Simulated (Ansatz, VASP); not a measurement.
## AlAs in VASP and in Ansatz

File POSCAR:

```
AlAs
1.0
    0.0000000000      2.8946045108      2.8946045108
    2.8946045108      0.0000000000      2.8946045108
    2.8946045108      2.8946045108      0.0000000000
Al As
1 1
Direct
    0.0000000000      0.0000000000      0.0000000000
    0.2500000000      0.2500000000      0.2500000000
```

The input INCAR.step1:

```
SYSTEM = AlAs
ALGO = Normal
EDIFF = 1E-5
ENCUT = 550
GGA = PE
GGA_COMPAT = .FALSE.
ISMEAR = 0
LASPH = .TRUE.
LCHARG = .FALSE.
LREAL = .FALSE.
LWAVE = .TRUE.
NBANDS = 11
NELM = 120
PREC = Accurate
SIGMA = 0.01
```

File INCAR.step2:

```
SYSTEM = AlAs
ALGO = Normal
EDIFF = 1E-6
ENCUT = 550
GGA_COMPAT = .FALSE.
ISIF = 2
ISMEAR = 0
ISTART = 1
LASPH = .TRUE.
LCHARG = .FALSE.
LMIXTAU = .TRUE.
LREAL = .FALSE.
LWAVE = .FALSE.
METAGGA = R2SCAN
NBANDS = 11
NELM = 120
PREC = Accurate
SIGMA = 0.01
```

KPOINTS

```
k-points
0
G
  6 6 6
  0 0 0
```

Input for Ansatz:

```yaml
crystal:
  lattice:
    - [0.0, 2.8946045108, 2.8946045108]
    - [2.8946045108, 0.0, 2.8946045108]
    - [2.8946045108, 2.8946045108, 0.0]
  atoms:
    - { symbol: Al, position: [0.0, 0.0, 0.0] }
    - { symbol: As, position: [0.25, 0.25, 0.25] }
kpoints:
  mp_grid: { grid: [6, 6, 6] }
hamiltonian:
  xc: r2scan
scf:
  occupations: { method: fixed }
  n_extra_bands: 4
output:
  forces: true
  stress: true
  eigenvalues: true
```

Alike in both runs: task single point; functional r2SCAN; k mesh 6 × 6 × 6; no spin polarisation.

|  | VASP | Ansatz |
| --- | --- | --- |
| version | VASP 6.6.1 | Ansatz 0.2.0 |
| potentials or method | VASP PAW PBE potentials, release 64 (Al, As) | plane waves, PAW |
| plane-wave cutoff (eV) | 550 | 500 |
| occupations | gaussian, width 0.01 eV | fixed |
| valence electrons in the cell | 8 | 18 |

Ansatz gave:

| Property | Result |
| --- | --- |
| gap on the k mesh at the Fermi level (eV) | 1.89 |
| pressure (GPa) | -3.9 |

**Question.** Which values does VASP return?

**Answer.** gap on the k mesh at the Fermi level (eV): 1.89; pressure (GPa): -4.0.

VASP's potentials were made for PBE, not for r2SCAN. VASP's potentials hold 8 valence electrons a cell and Ansatz's 18, so a difference there can come from the potentials and not from the codes.
